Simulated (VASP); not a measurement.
Wanted: the native input for a VASP 6.6.1 run.

```yaml
Task: single point
Functional: PBE
Potentials_or_basis: VASP PAW PBE potentials, release 64 (Eu, Bi_d)
Cutoff: 520 eV
k_mesh: 8 × 8 × 8
Occupations: gaussian, width 0.05 eV
Spin: collinear spin, ferromagnetic start
Starting_moments: "[7.16, 0.0] μB"
Dipole_correction: no
Further_INCAR_settings: ALGO = Fast; EDIFF = 1e-07; NBANDS = 27
```

The structure of EuBi lies in POSCAR:

```
EuBi
1.0
    0.0000000000      3.5149781080      3.5149781080
    3.5149781080      0.0000000000      3.5149781080
    3.5149781080      3.5149781080      0.0000000000
Eu Bi
1 1
Direct
    0.0000000000      0.0000000000      0.0000000000
    0.2500000000      0.2500000000      0.2500000000
```

The input as run:

INCAR

```
PREC = Accurate ; ENCUT = 520
EDIFF = 1E-7 ; ISMEAR = 0
SIGMA = 0.05 ; LREAL = F
LASPH = T ; NELM = 150
ALGO = Fast ; ISIF = 2
LWAVE = F ; LCHARG = F
ISPIN = 2 ; MAGMOM = 7.16 0
LORBIT = 11 ; LMAXMIX = 6
GGA = PE ; NBANDS = 27
```

KPOINTS

```
regular mesh
0
Gamma
  8 8 8
```

Potentials or basis: VASP PAW PBE potentials, release 64 (Eu, Bi_d).

Launch:

```bash
$ cat potpaw_PBE.64/Eu/POTCAR potpaw_PBE.64/Bi_d/POTCAR > POTCAR
$ mpirun -np 1 vasp_std > vasp.out
```

Results of the run:

The pressure is 4.3 GPa. The band gap on the k mesh is zero (filled and empty bands overlap) and the net moment is 6.01 μB per cell. The site moments are Eu +6.37; Bi -0.30 μB. The valence electrons inside the program's atomic spheres are Eu 14.71; Bi 13.07.

Caveat: spin-orbit coupling is left out, which moves the levels of the heavy elements; without U or exact exchange the open f shell lies at the Fermi level, which spoils levels, moments and volumes.

Run time: 15 min on 1 thread of Intel Xeon 6975P-C, with other jobs on the host, peak memory 0.38 GiB.
